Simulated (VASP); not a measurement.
# Rh in VASP: single point with PBE

Aim: the single point of Rh with PBE.

Everything below comes from runs of VASP 6.6.1. Logs are shortened: lines on timing, memory, paths and dates and some standing lists are left out, and cuts for length are marked.

### 1 The cell of the first run

The cell holds a slab with vacuum, 18 atoms: a = 11.400 Å, b = 5.374 Å, c = 13.687 Å, α = 90.00°, β = 90.00°, γ = 90.00°.

### 2 Single point, PBE

INCAR reads:

```
SYSTEM = Rh
PREC = Accurate
ENCUT = 520
EDIFF = 1E-6
ISMEAR = -1
SIGMA = 0.1
LREAL = Auto
LASPH = .TRUE.
NELM = 100
ALGO = Normal
ISIF = 2
LWAVE = .FALSE.
LCHARG = .FALSE.
GGA = PE
NBANDS = 150
```

KPOINTS reads:

```
regular mesh
0
G
  1 2 1
  0 0 0
```

POSCAR reads:

```
Rh
1.0
   11.4000000000      0.0000000000      0.0000000000
    0.0000000000      5.3740120000      0.0000000000
    0.0000000000      0.0000000000     13.6870060000
Rh
18
Direct
    0.0000000000      0.0000000000      0.0730620000
    0.3333333333      0.0000000000      0.0730620000
    0.6666666667      0.0000000000      0.0730620000
    0.0000000000      0.5000000000      0.0730620000
    0.3333333333      0.5000000000      0.0730620000
    0.6666666667      0.5000000000      0.0730620000
    0.1666666667      0.2500000000      0.1659051088
    0.5000000000      0.2500000000      0.1659051088
    0.8333333333      0.2500000000      0.1659051088
    0.1666666667      0.7500000000      0.1659051088
    0.5000000000      0.7500000000      0.1659051088
    0.8333333333      0.7500000000      0.1659051088
    0.0000000000      0.0000000000      0.2582281374
    0.3333333333      0.0000000000      0.2582281374
    0.6666666667      0.0000000000      0.2582281374
    0.0000000000      0.5000000000      0.2582281374
    0.3333333333      0.5000000000      0.2582281374
    0.6666666667      0.5000000000      0.2582281374
```

Potentials or basis: VASP PAW PBE potentials, release 64 (Rh_pv).

Command:

```bash
$ cat potpaw_PBE.64/Rh_pv/POTCAR > POTCAR
$ mpirun -np 1 vasp_std > vasp.out
```

OUTCAR:

```text
SYSTEM = Rh
   PREC = Accurate
   ENCUT = 520
   EDIFF = 1E-6
   ISMEAR = -1
   LREAL = Auto
   LASPH = .TRUE.
   NELM = 100
   ISIF = 2
   GGA = PE

 ion  position               nearest neighbor table
   1  0.000  0.000  0.073-  13 2.53   9 2.65  10 2.65  12 2.65   7 2.65   4 2.69   4 2.69
   2  0.333  0.000  0.073-  14 2.53  10 2.65   7 2.65  11 2.65   8 2.65   5 2.69   5 2.69
   3  0.667  0.000  0.073-  15 2.53  12 2.65   9 2.65   8 2.65  11 2.65   6 2.69   6 2.69
   4  0.000  0.500  0.073-  16 2.53   9 2.65  10 2.65  12 2.65   7 2.65   1 2.69   1 2.69
   5  0.333  0.500  0.073-  17 2.53  10 2.65   7 2.65  11 2.65   8 2.65   2 2.69   2 2.69
   6  0.667  0.500  0.073-  18 2.53  12 2.65   9 2.65   8 2.65  11 2.65   3 2.69   3 2.69
   7  0.167  0.250  0.166-  14 2.65  17 2.65  16 2.65  13 2.65   2 2.65   5 2.65   4 2.65   1 2.65
                            10 2.69  10 2.69
   8  0.500  0.250  0.166-  14 2.65  15 2.65  17 2.65  18 2.65   2 2.65   3 2.65   5 2.65   6 2.65
                            11 2.69  11 2.69
   9  0.833  0.250  0.166-  15 2.65  18 2.65  16 2.65  13 2.65   3 2.65   6 2.65   4 2.65   1 2.65
                            12 2.69  12 2.69
  10  0.167  0.750  0.166-  14 2.65  17 2.65  16 2.65  13 2.65   2 2.65   5 2.65   4 2.65   1 2.65
                             7 2.69   7 2.69
  11  0.500  0.750  0.166-  14 2.65  15 2.65  17 2.65  18 2.65   2 2.65   3 2.65   5 2.65   6 2.65
                             8 2.69   8 2.69
  12  0.833  0.750  0.166-  15 2.65  18 2.65  16 2.65  13 2.65   3 2.65   6 2.65   4 2.65   1 2.65
[... 15 lines left out ...]
 A1 = (   0.0000000000,  -5.3740120000,   0.0000000000)
 A2 = (  11.4000000000,   0.0000000000,   0.0000000000)
 A3 = (   0.0000000000,   0.0000000000,  13.6870060000)

Analysis of symmetry for initial positions (statically):
=====================================================================
 Subroutine PRICEL returns following result:

  LATTYP: Found a simple orthorhombic cell.
 ALAT       =     2.6870060000
 B/A-ratio  =     1.4142134404
 C/A-ratio  =     5.0937757489

  Lattice vectors:

 A1 = (   0.0000000000,  -2.6870060000,   0.0000000000)
 A2 = (   3.7999999996,   0.0000000000,   0.0000000000)
 A3 = (   0.0000000000,   0.0000000000,  13.6870060000)

   6 primitive cells build up your supercell.

 Routine SETGRP: Setting up the symmetry group for a
 simple orthorhombic supercell.

 Subroutine GETGRP returns: Found  4 space group operations
 (whereof  4 operations were pure point group operations)
 out of a pool of  8 trial point group operations.

The static configuration has the point symmetry C_2v.

Analysis of symmetry for dynamics (positions and initial velocities):
=====================================================================
 Subroutine PRICEL returns following result:
[... 117 lines left out ...]
   IALGO  =     38    algorithm
   IMIX   =      4    mixing-type and parameters
     AMIX     =   0.40;   BMIX     =  1.00
     AMIX_MAG =   1.60;   BMIX_MAG =  1.00
  volume/ion in A,a.u.               =      46.58       314.37
  Fermi-wavevector in a.u.,A,eV,Ry     =   1.122084  2.120432 17.130727  1.259073
  Thomas-Fermi vector in A             =   2.258742
   LORBIT       =      0    0 simple, 1 ext, 2 COOP (PROOUT), +10 PAW based schemes
   GGA     = PE    functional components
   LHFCALC =     F    Hartree Fock is set to
   AEXX    =    0.0000 exact exchange contribution
   IVDW    =     0    specifies the selected vdW correction
   LEPSILON=     F    determine dielectric tensor
   LRPA    =     F    only Hartree local field effects (RPA)
 non-spin polarized calculation
  energy-cutoff  :      520.00
  volume of cell :      838.52
 maximum number of plane-waves:     22584
 NGX is ok and might be reduce to    90
   NGX = 43   NGY = 19   NGZ = 51

 number of electron     270.0000015 magnetization

 Free energy of the ion-electron system (eV)
  ---------------------------------------------------
  ext. energy  EPLUGINS =         0.00000000
  ---------------------------------------------------
  free energy    TOTEN  =      -114.27550264 eV

  energy without entropy =     -112.97365383  energy(sigma->0) =     -113.62457823

 E-fermi :   0.4428     XC(G=0):  -5.5940

 val. band max:        0.3918679387   @ k =   0.0000   0.0000   0.0000
 cond. band min:       0.4492517606   @ k =   0.0000   0.5000   0.0000
 fundamental gap:      0.0573838220
 Fermi energy:         0.4428102995

 k-point     1 :       0.0000    0.0000    0.0000
  band No.  band energies     occupation
      1     -46.5726      2.00000
      2     -46.5726      2.00000
      3     -46.5555      2.00000
      4     -46.4100      2.00000
      5     -46.4100      2.00000
      6     -46.4020      2.00000
[... 139 lines left out ...]
    146       1.1070      0.00261
    147       1.1070      0.00261

 k-point     2 :       0.0000    0.5000    0.0000
  band No.  band energies     occupation
      1     -46.3832      2.00000
      2     -46.3832      2.00000
      3     -46.3832      2.00000
      4     -46.3832      2.00000
      5     -46.3645      2.00000
      6     -46.3645      2.00000
[... 139 lines left out ...]
    146       0.6808      0.16939
    147       0.6808      0.16939
 [bands above 147 left out]

------------------------ aborting loop because EDIFF is reached ----------------------------------------

  FORCE on cell =-STRESS in cart. coord.  units (eV):
  Direction    XX          YY          ZZ          XY          YZ          ZX
  --------------------------------------------------------------------------------------
  -------------------------------------------------------------------------------------
  Total       -7.1956659    -24.0508016     -0.1063032      0.0000000      0.0000000      0.0000000
  in kB      -13.7489532    -45.9545161     -0.2031164      0.0000000      0.0000000      0.0000000
  external PRESSURE =     -19.9688619 kB  Pullay stress =       0.0000000 kB

 VOLUME and BASIS-vectors are now :
 -----------------------------------------------------------------------------
  energy-cutoff  :      520.00
  volume of cell :      838.52
      direct lattice vectors                 reciprocal lattice vectors
    11.400000000  0.000000000  0.000000000     0.087719298  0.000000000  0.000000000
     0.000000000  5.374012000  0.000000000     0.000000000  0.186080716  0.000000000
     0.000000000  0.000000000 13.687006000     0.000000000  0.000000000  0.073061998

 POSITION                                       TOTAL-FORCE (eV/Angst)
 -----------------------------------------------------------------------------------
      0.00000      0.00000      1.00000         0.000000     -0.000000      0.009079
      3.80000      0.00000      1.00000        -0.000000     -0.000000      0.009079
      7.60000      0.00000      1.00000         0.000000      0.000000      0.009079
      0.00000      2.68701      1.00000         0.000000      0.000000      0.009079
      3.80000      2.68701      1.00000        -0.000000      0.000000      0.009079
      7.60000      2.68701      1.00000         0.000000      0.000000      0.009079
[... 10 lines left out ...]
      3.80000      2.68701      3.53437         0.000000      0.000000      0.013237
      7.60000      2.68701      3.53437        -0.000000     -0.000000      0.013237
 -----------------------------------------------------------------------------------
    total drift:                                0.000000     -0.000000      0.024386

  FREE ENERGIE OF THE ION-ELECTRON SYSTEM (eV)
  ---------------------------------------------------
  free  energy   TOTEN  =      -114.2755026432 eV

  energy  without entropy=     -112.9736538257  energy(sigma->0) =     -113.62457823
```

It took 8.8 min on 1 thread of Intel Xeon Platinum 8259CL at 2.50GHz (Skylake/Cascade Lake), shared host; peak memory 0.78 GiB.

Results:

```yaml
Free_energy: -114.2755 eV
Largest_force: 0.022 eV/Å
Band_gap_on_the_k_mesh: zero (bands 135 and 136 overlap by 0.37 eV)
```

Forces on the atoms (eV/Å):
```
Rh   0.000  0.000  0.009
Rh   0.000  0.000  0.009
Rh   0.000  0.000  0.009
Rh   0.000  0.000  0.009
Rh   0.000  0.000  0.009
Rh   0.000  0.000  0.009
Rh   0.000  0.000 -0.022
Rh   0.000  0.000 -0.022
Rh   0.000  0.000 -0.022
Rh   0.000  0.000 -0.022
Rh   0.000  0.000 -0.022
Rh   0.000  0.000 -0.022
Rh   0.000  0.000  0.013
Rh   0.000  0.000  0.013
Rh   0.000  0.000  0.013
Rh   0.000  0.000  0.013
Rh   0.000  0.000  0.013
Rh   0.000  0.000  0.013
```

Caveat: the k points lie up to 0.58 Å⁻¹ apart; there is no dipole correction, which matters where the two faces differ.

The gap in the log of VASP goes by the Fermi energy; the results here count the filled bands.